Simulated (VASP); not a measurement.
# Si2Mo (C2/m) in VASP: a series of runs

The runs below take Si2Mo through electric field gradients, with PBEsol.

Everything below comes from runs of VASP 6.6.1. Logs are shortened: lines on timing, memory, paths and dates and some standing lists are left out, and cuts for length are marked.

### Step 1. The cell of the first run

The structure is monoclinic, space group C2/m (No. 12). Conventional cell: a = 4.571 Å, b = 4.480 Å, c = 4.491 Å, α = 90.00°, β = 118.97°, γ = 90.00°. Within 3.4 Å of Si (site symmetry m) lie 9 Si at 2.59 to 3.20 Å and 5 Mo at 2.60 to 2.67 Å. Mo (site symmetry 2/m) has 10 Si at 2.60 to 2.67 Å and 4 Mo at 3.20 Å within 3.4 Å.

### Step 2. Electric field gradients, PBEsol (equal xy, yz and zx shear strains of +2 %)

Contents of INCAR:

```
PREC = Accurate ; ENCUT = 520
EDIFF = 1E-8 ; ISMEAR = -1
SIGMA = 0.08 ; LREAL = F
LASPH = T ; NELM = 80
ALGO = Normal ; ISIF = 2
LWAVE = F ; LCHARG = F
GGA = PS ; LEFG = T
NBANDS = 18
```

Contents of KPOINTS:

```
Automatic mesh
0
Gamma
  16 16 16
```

Contents of POSCAR:

```
Si2Mo
1.0
   -1.5446950000      1.6233050000      3.9305000000
    1.6233050000     -1.5446950000      3.9305000000
    1.5766950000      1.5766950000     -3.8985000000
Si Mo
2 1
Direct
    0.3330000000      0.3330000000      0.0000000000
    0.6670000000      0.6670000000      0.0000000000
    0.0000000000      0.0000000000      0.0000000000
```

Potentials or basis: VASP PAW PBE potentials, release 64 (Si, Mo_sv).

Started as:

```bash
> cat potpaw_PBE.64/Si/POTCAR potpaw_PBE.64/Mo_sv/POTCAR > POTCAR
> mpirun -np 1 vasp_std > vasp.out
```

OUTCAR:

```text
PREC = Accurate
   ENCUT = 520
   EDIFF = 1E-8
   ISMEAR = -1
   LREAL = F
   LASPH = T
   NELM = 80
   ISIF = 2
   GGA = PS

 ion  position               nearest neighbor table
   1  0.333  0.333  0.000-   2 2.59   2 2.59   3 2.60   3 2.60   2 2.60   3 2.60   3 2.62   2 2.63
                             2 2.66   3 2.67
   2  0.667  0.667  0.000-   1 2.59   1 2.59   3 2.60   3 2.60   1 2.60   3 2.60   3 2.62   1 2.63
                             1 2.66   3 2.67
   3  0.000  0.000  0.000-   2 2.60   2 2.60   1 2.60   1 2.60   1 2.60   2 2.60   2 2.62   1 2.62
                             2 2.67   1 2.67

  Warning from LATTYP: Got some problem with cell dimensions!
  Tried to take original basis but could not verify dimensions!
  LATTYP: Found a base centered monoclinic cell.
 ALAT       =     4.5711862793
 B/A-ratio  =     0.9801019455
 C/A-ratio  =     0.9824864640
 COS(beta)  =    -0.4842842812

  Lattice vectors:

 A1 = (  -0.0320000000,  -3.2000000000,  -0.0320000000)
 A2 = (  -3.2000000000,  -0.0320000000,  -0.0320000000)
 A3 = (   1.5766950000,   1.5766950000,  -3.8985000000)

Analysis of symmetry for initial positions (statically):
=====================================================================
 Subroutine PRICEL returns:
 Original cell was already a primitive cell.

 Routine SETGRP: Setting up the symmetry group for a
 base centered monoclinic supercell.

 Subroutine GETGRP returns: Found  4 space group operations
 (whereof  4 operations were pure point group operations)
 out of a pool of  4 trial point group operations.

The static configuration has the point symmetry C_2h.

Analysis of symmetry for dynamics (positions and initial velocities):
=====================================================================
 Subroutine PRICEL returns:
 Original cell was already a primitive cell.

 Routine SETGRP: Setting up the symmetry group for a
 base centered monoclinic supercell.

 Subroutine GETGRP returns: Found  4 space group operations
 (whereof  4 operations were pure point group operations)
 out of a pool of  4 trial point group operations.

The dynamic configuration has the point symmetry C_2h.

 Subroutine INISYM returns: Found  4 space group operations
 (whereof  4 operations are pure point group operations),
 and found     1 'primitive' translations

----------------------------------------------------------------------------------------

                                     Primitive cell

  volume of cell :      40.2363

  direct lattice vectors                    reciprocal lattice vectors
    -1.544695000  1.623305000  3.930500000    -0.004354429  0.311302136  0.124140802
     1.623305000 -1.544695000  3.930500000     0.311302136 -0.004354429  0.124140802
     1.576695000  1.576695000 -3.898500000     0.309467221  0.309467221 -0.006189344

  length of vectors
     4.524381949  4.524381949  4.491128644     0.335169986  0.335169986  0.437696504

  position of ions in fractional coordinates (direct lattice)
     0.333000000  0.333000000  1.000000000
     0.667000000  0.667000000  1.000000000
     0.000000000  0.000000000  0.000000000

  ion indices of the primitive-cell ions
   primitive index   ion index
                 1           1
                 2           2
                 3           3

----------------------------------------------------------------------------------------

 KPOINTS: Automatic mesh

Automatic generation of k-mesh.
 Grid dimensions read from file:
 generate k-points for:   16   16   16

 Generating k-lattice:

  Cartesian coordinates                     Fractional coordinates (reciprocal lattice)
    -0.000272152  0.019456384  0.007758800     0.062500000  0.000000000  0.000000000
     0.019456384 -0.000272152  0.007758800     0.000000000  0.062500000  0.000000000
     0.019341701  0.019341701 -0.000386834    -0.000000000 -0.000000000  0.062500000

  Length of vectors
     0.020948124  0.020948124  0.027356032

  Shift w.r.t. Gamma in fractional coordinates (k-lattice)
     0.000000000  0.000000000  0.000000000

 Subroutine IBZKPT returns following result:
 ===========================================

 Found   1098 irreducible k-points:

 Following reciprocal coordinates:
            Coordinates               Weight
  0.000000  0.000000  0.000000      1.000000
  0.062500  0.000000  0.000000      4.000000
  0.125000  0.000000  0.000000      4.000000
  0.187500  0.000000  0.000000      4.000000
  0.250000  0.000000  0.000000      4.000000
  0.312500  0.000000  0.000000      4.000000
[... 16 lines left out ...]
 -0.125000  0.062500 -0.000000      4.000000
 -0.062500  0.062500  0.000000      2.000000
 [... further k-points ...]
   k-points           NKPTS =   1098   k-points in BZ     NKDIM =   1098   number of bands    NBANDS=     18
   number of dos      NEDOS =    301   number of ions     NIONS =      3
   total plane-waves  NPLWV =  46656
   dimension x,y,z NGX =    36 NGY =   36 NGZ =   36
   dimension x,y,z NGXF=    72 NGYF=   72 NGZF=   72
   ions per type =               2   1
   NGX,Y,Z   is equivalent  to a cutoff of  13.23, 13.23, 13.33 a.u.
   NGXF,Y,Z  is equivalent  to a cutoff of  26.46, 26.46, 26.65 a.u.
 SYSTEM =  unknown system
   PREC   = accura    normal or accurate (medium, high low for compatibility)
   ISTART =      0    job   : 0-new  1-cont  2-samecut
   ICHARG =      2    charge: 1-file 2-atom 10-const
   ISPIN  =      1    spin polarized calculation?
   LNONCOLLINEAR =      F non collinear calculations
   LSORBIT =      F    spin-orbit coupling
   LASPH  =      T    aspherical Exc in radial PAW
   ENCUT  =  520.0 eV  38.22 Ry    6.18 a.u.   8.41  8.41  8.35*2*pi/ulx,y,z
   NELM   =     80;   NELMIN=  2; NELMDL= -5     # of ELM steps
   EDIFF  = 0.1E-07   stopping-criterion for ELM
   LREAL  =      F    real-space projection
   EDIFFG = 0.1E-06   stopping-criterion for IOM
   NSW    =      0    number of steps for IOM
   IBRION =     -1    ionic relax: 0-MD 1-quasi-New 2-CG
   NFREE  =      0    steps in history (QN), initial steepest desc. (CG)
   ISIF   =      2    stress and relaxation
   ISYM   =      2    0-nonsym 1-usesym 2-fastsym
   POTIM  = 0.5000    time-step for ionic-motion
   TEBEG  =    0.0;   TEEND  =   0.0 temperature during run
   PSTRESS=    0.0 pullay stress
   NELECT =      22.0000    total number of electrons
   NUPDOWN=      -1.0000    fix difference up-down
   EMIN   =  10.00;   EMAX   =-10.00  energy-range for DOS
   EFERMI =   0.00;   METHOD = LEGACY
   ISMEAR =    -1;   SIGMA  =   0.08  broadening in eV -4-tet -1-fermi 0-gaus
   EFERMI_NEDOS =   21; number of points for ismear=-14 and -15
   IALGO  =     38    algorithm
   IMIX   =      4    mixing-type and parameters
     AMIX     =   0.40;   BMIX     =  1.00
     AMIX_MAG =   1.60;   BMIX_MAG =  1.00
  volume/ion in A,a.u.               =      13.41        90.51
  Fermi-wavevector in a.u.,A,eV,Ry     =   1.338678  2.529736 24.382458  1.792060
  Thomas-Fermi vector in A             =   2.467130
   LORBIT       =      0    0 simple, 1 ext, 2 COOP (PROOUT), +10 PAW based schemes
   GGA     = PS    functional components
   LHFCALC =     F    Hartree Fock is set to
   AEXX    =    0.0000 exact exchange contribution
   IVDW    =     0    specifies the selected vdW correction
   LEPSILON=     F    determine dielectric tensor
   LRPA    =     F    only Hartree local field effects (RPA)
 non-spin polarized calculation
  energy-cutoff  :      520.00
  volume of cell :       40.24
 maximum number of plane-waves:      1101
 NGX is ok and might be reduce to    36
   NGX = 17   NGY = 17   NGZ = 17

 number of electron      22.0000000 magnetization

 Free energy of the ion-electron system (eV)
  ---------------------------------------------------
  ext. energy  EPLUGINS =         0.00000000
  ---------------------------------------------------
  free energy    TOTEN  =       -25.04508856 eV

  energy without entropy =      -25.03867701  energy(sigma->0) =      -25.04188279

 E-fermi :  12.1753     XC(G=0): -12.5116

 val. band max:       12.1699358155   @ k =  -0.4375   0.3750   0.4375
 cond. band min:      12.1780142348   @ k =  -0.3125   0.3750   0.4375
 fundamental gap:      0.0080784194
 Fermi energy:        12.1753098142

 k-point     1 :       0.0000    0.0000    0.0000
  band No.  band energies     occupation
      1     -48.4473      2.00000
      2     -22.6433      2.00000
      3     -22.5447      2.00000
      4     -22.5395      2.00000
      5      -1.2688      2.00000
      6       5.8362      2.00000
[... 10 lines left out ...]
     17      17.2166      0.00000
     18      17.2452      0.00000

 k-point     2 :       0.0625    0.0000    0.0000
  band No.  band energies     occupation
      1     -48.4465      2.00000
      2     -22.6425      2.00000
      3     -22.5527      2.00000
      4     -22.5406      2.00000
      5      -1.1986      2.00000
      6       5.8462      2.00000
[... 10 lines left out ...]
     17      17.2761      0.00000
     18      17.6736      0.00000

 k-point     3 :       0.1250    0.0000    0.0000
  band No.  band energies     occupation
      1     -48.4445      2.00000
      2     -22.6405      2.00000
      3     -22.5805      2.00000
      4     -22.5384      2.00000
      5      -0.9903      2.00000
      6       5.8566      2.00000
[... 10 lines left out ...]
     17      17.5593      0.00000
     18      18.6341      0.00000

 k-point     4 :       0.1875    0.0000    0.0000
  band No.  band energies     occupation
      1     -48.4415      2.00000
      2     -22.6390      2.00000
      3     -22.6209      2.00000
      4     -22.5346      2.00000
      5      -0.6496      2.00000
      6       5.7894      2.00000
[... 375 lines left out ...]
      4     -22.5444      2.00000
      5      -0.6274      2.00000
      6       6.0646      2.00000
[... 10 lines left out ...]
     17      18.0190      0.00000
     18      19.9197      0.00000

 k-point    23 :      -0.1250    0.0625   -0.0000
  band No.  band energies     occupation
      1     -48.4438      2.00000
      2     -22.6389      2.00000
      3     -22.5799      2.00000
      4     -22.5482      2.00000
      5      -0.9524      2.00000
      6       6.0554      2.00000
[... 10 lines left out ...]
     17      17.6924      0.00000
     18      18.6993      0.00000

 k-point    24 :      -0.0625    0.0625    0.0000
  band No.  band energies     occupation
      1     -48.4458      2.00000
      2     -22.6414      2.00000
      3     -22.5544      2.00000
      4     -22.5480      2.00000
      5      -1.1445      2.00000
      6       5.9499      2.00000
[... 10 lines left out ...]
     17      17.4972      0.00000
     18      17.8366      0.00000

 [... further k-points ...]
[... 5 lines left out ...]
  --------------------------------------------------------------------------------------
  -------------------------------------------------------------------------------------
  Total       -0.4116535     -0.4116535     -0.7370403     -0.9265905     -0.9675420     -0.9675421
  in kB      -16.3917049    -16.3917049    -29.3483362    -36.8960692    -38.5267264    -38.5267272
  external PRESSURE =     -20.7105820 kB  Pullay stress =       0.0000000 kB

 VOLUME and BASIS-vectors are now :
 -----------------------------------------------------------------------------
  energy-cutoff  :      520.00
  volume of cell :       40.24
      direct lattice vectors                 reciprocal lattice vectors
    -1.544695000  1.623305000  3.930500000    -0.004354429  0.311302136  0.124140802
     1.623305000 -1.544695000  3.930500000     0.311302136 -0.004354429  0.124140802
     1.576695000  1.576695000 -3.898500000     0.309467221  0.309467221 -0.006189344

 POSITION                                       TOTAL-FORCE (eV/Angst)
 -----------------------------------------------------------------------------------
      0.02618      0.02618      2.61771         0.009135      0.009135      0.315356
      0.05243      0.05243      5.24329        -0.009135     -0.009135     -0.315356
      0.00000      0.00000      0.00000        -0.000000     -0.000000      0.000000
 -----------------------------------------------------------------------------------
    total drift:                                0.000000      0.000000     -0.000000

  FREE ENERGIE OF THE ION-ELECTRON SYSTEM (eV)
  ---------------------------------------------------
  free  energy   TOTEN  =       -25.0450885635 eV

  energy  without entropy=      -25.0386770142  energy(sigma->0) =      -25.04188279

 Electric field gradients (V/A^2)
---------------------------------------------------------------------
 ion       V_xx      V_yy      V_zz      V_xy      V_xz      V_yz
---------------------------------------------------------------------
   1       5.932     5.932   -11.864     4.318     3.289     3.289
   2       5.932     5.932   -11.864     4.318     3.289     3.289
   3      29.201    29.201   -58.402    13.727    12.621    12.621
---------------------------------------------------------------------

 Electric field gradients after diagonalization (V/A^2)
 (convention: |V_zz| > |V_xx| > |V_yy|)
----------------------------------------------------------------------
 ion       V_xx      V_yy      V_zz     asymmetry (V_yy - V_xx)/ V_zz
----------------------------------------------------------------------
   1      11.188     1.614   -12.802       0.748
   2      11.188     1.614   -12.802       0.748
   3      45.980    15.474   -61.454       0.496
----------------------------------------------------------------------

           NMR quadrupolar parameters

 Cq : quadrupolar parameter    Cq=e*Q*V_zz/h
 eta: asymmetry parameters     (V_yy - V_xx)/ V_zz
 Q  : nuclear electric quadrupole moment in mb (millibarn)
----------------------------------------------------------------------
 ion       Cq(MHz)       eta       Q (mb)
----------------------------------------------------------------------
   1      -0.031       0.748       1.000
   2      -0.031       0.748       1.000
   3      -0.149       0.496       1.000
----------------------------------------------------------------------
```

Run time: 35 min. Hardware: 1 thread of Oxide Virtual Turin-like, shared host; peak memory 0.77 GiB.

What came out:

```yaml
Free_energy: -25.0451 eV
Pressure: -2.1 GPa
Largest_force: 0.316 eV/Å
Band_gap_on_the_k_mesh: zero (bands 11 and 12 overlap by 1.01 eV)
Largest_electric_field_gradient_by_atom: Si -12.8; Mo -61.5 V/Å²
```

Forces in eV/Å, atoms in the order of the input:
```
Si   0.009  0.009  0.315
Si  -0.009 -0.009 -0.315
Mo   0.000  0.000  0.000
```

Levels at points of the mesh, in eV from the Fermi level:
```
           k point  band 9  band 10  band 11  band 12  band 13  band 14
(0.00, 0.00, 0.00)   -2.73    -2.51     0.42     3.02     3.06     3.71
(0.50, 0.00, 0.00)   -2.74    -2.46    -0.54     2.29     2.93     4.11
(0.50, 0.50, 0.00)   -4.39    -3.07    -1.23     2.32     2.64     3.14
(0.00, 0.00, 0.50)   -4.60    -3.03    -1.00     2.32     2.73     2.87
(0.50, 0.00, 0.50)   -2.55    -2.47    -0.48     2.24     3.09     3.96
(0.50, 0.50, 0.50)   -0.68    -0.59    -0.48    -0.41     0.56     4.64
```

Electric field gradients, principal values (V/Å²):
| atom | least | middle | greatest (by size) |
| --- | --- | --- | --- |
| 1 Si | 1.614 | 11.188 | -12.802 |
| 2 Si | 1.614 | 11.188 | -12.802 |
| 3 Mo | 15.474 | 45.980 | -61.454 |

Caveat: the cell differs from its parent crystal (equal xy, yz and zx shear strains of +2 %); without QUAD_EFG the Cq values of the log hold for a quadrupole moment of 1 mb, not for the nuclei; the PAW data sets were made with another functional, which shifts forces and pressure a little.

(Part 1 of 2 ends here.)
